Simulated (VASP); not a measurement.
# TaAl3Cd: relaxation of cell and atoms with r2SCAN

TaAl3Cd:

```xyz
5
Lattice="4.3300 0.0000 0.0000 0.0000 4.3300 0.0000 0.0000 0.0000 4.3300" Properties=species:S:1:pos:R:3 pbc="T T T"
Ta    0.0000    0.0000    0.0000
Al    0.0000    2.1650    2.1650
Al    2.1650    0.0000    2.1650
Al    2.1650    2.1650    0.0000
Cd    2.1650    2.1650    2.1650
```

| Item | Value |
| --- | --- |
| Program | VASP 6.6.1 |
| Task | relaxation of cell and atoms |
| Functional | r2SCAN |
| Potentials or basis | VASP PAW PBE potentials, release 64 (Ta_pv, Al, Cd) |
| Cutoff | 600 eV |
| k mesh | 4 × 4 × 4 |
| Occupations | gaussian, width 0.1 eV |
| Spin | no spin polarisation |
| Dipole correction | no |
| Further INCAR settings | ALGO = Normal; EDIFF = 1e-07; IBRION = 2; EDIFFG = -0.04; NSW = 90; ISIF = 3 |

```json
{
  "Relaxed volume": "21.78 Å³/atom",
  "Relaxed cell": "a = 4.776 Å, b = 4.776 Å, c = 4.776 Å, α = 90.00°, β = 90.00°, γ = 90.00°",
  "Space group after relaxing (to 0.05 Å)": "Pm-3m (No. 221)",
  "Energy gained by relaxing": "497.1 meV/atom",
  "Ionic steps": "3",
  "Pressure after relaxing": "0.0 GPa",
  "Band gap on the k mesh": "zero (band 16 reaches 4.99 eV, above the bottom of band 17 at 4.91 eV)"
}
```

Step by step:
```tsv
step	energy change (eV)	largest force (eV/Å)	pressure (GPa)	volume (Å³)
1	0.0000	0.0000	37.57	81.18
2	-1.6653	0.0000	-8.21	134.63
3	-2.4855	0.0000	0.00	108.91
```

Final structure:
```xyz
5
Lattice="4.7756 0.0000 0.0000 0.0000 4.7756 0.0000 0.0000 0.0000 4.7756" Properties=species:S:1:pos:R:3 pbc="T T T"
Ta    0.0000    0.0000    0.0000
Al    0.0000    2.3878    2.3878
Al    2.3878    0.0000    2.3878
Al    2.3878    2.3878    0.0000
Cd    2.3878    2.3878    2.3878
```

Levels at points of the mesh, in eV from the Fermi level:
```csv
k point,band 14,band 15,band 16,band 17,band 18,band 19
"(0.00, 0.00, 0.00)",-2.84,-2.02,-0.07,-0.07,-0.07,1.96
"(0.50, 0.00, 0.00)",-0.98,-0.44,-0.24,0.38,0.87,0.87
"(0.50, 0.50, 0.00)",-1.22,-1.22,-0.86,0.18,0.72,1.23
"(0.50, 0.50, 0.50)",-2.63,-2.63,-1.72,0.84,0.84,1.25
```

It took 3.5 min on 1 thread of Intel(R) Xeon(R) Platinum 8559C (Emerald Rapids), on a shared host, peak memory 0.23 GiB.

Caveat: the k points lie up to 0.33 Å⁻¹ apart in the final cell; the volume moved by over 15 % at a fixed basis, so the end points are rough; the PAW data sets were made with another functional, which shifts forces and pressure a little; spin-orbit coupling is left out, which moves the levels of the heavy elements.
